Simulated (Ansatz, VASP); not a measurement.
## MgAl2P2: VASP beside Ansatz

```
Al P Mg
1.0
     3.68598    0.00000    0.00000
    -1.84299    3.19216    0.00000
     0.00000    0.00000    6.34923
Al P Mg
2 2 1
Direct
  0.33333 0.66667 0.37730
  0.66667 0.33333 0.62270
  0.33333 0.66667 0.73460
  0.66667 0.33333 0.26540
  0.00000 0.00000 0.00000
```

Alike in both runs: task single point; functional r2SCAN; k mesh 11 × 11 × 6; no spin polarisation.

|  | VASP | Ansatz |
| --- | --- | --- |
| version | VASP 6.6.1 | Ansatz 0.2.0 |
| potentials or method | VASP PAW PBE potentials, release 64 (Al, P, Mg), cutoff 520 eV | PAW plane waves |
| occupations | fermi-dirac, width 0.1 eV | fermi-dirac |
| valence electrons in the cell | 18 | 26 |

```tsv
	VASP	Ansatz	Ansatz less VASP
pressure (GPa)	24.9	25.5	+0.62
traceless stress, the component that is largest in VASP (GPa)	1.82	1.82	0.000
rms of the force components (eV/Å)	0.981	0.999	+0.0182
```

VASP's potentials were made for PBE, not for r2SCAN. Atom by atom the forces differ by 0.018 eV/Å (rms over components). VASP's potentials hold 18 valence electrons a cell and Ansatz's 26, so a difference there can come from the potentials and not from the codes. Ansatz's warnings: structure snapped to symmetry.
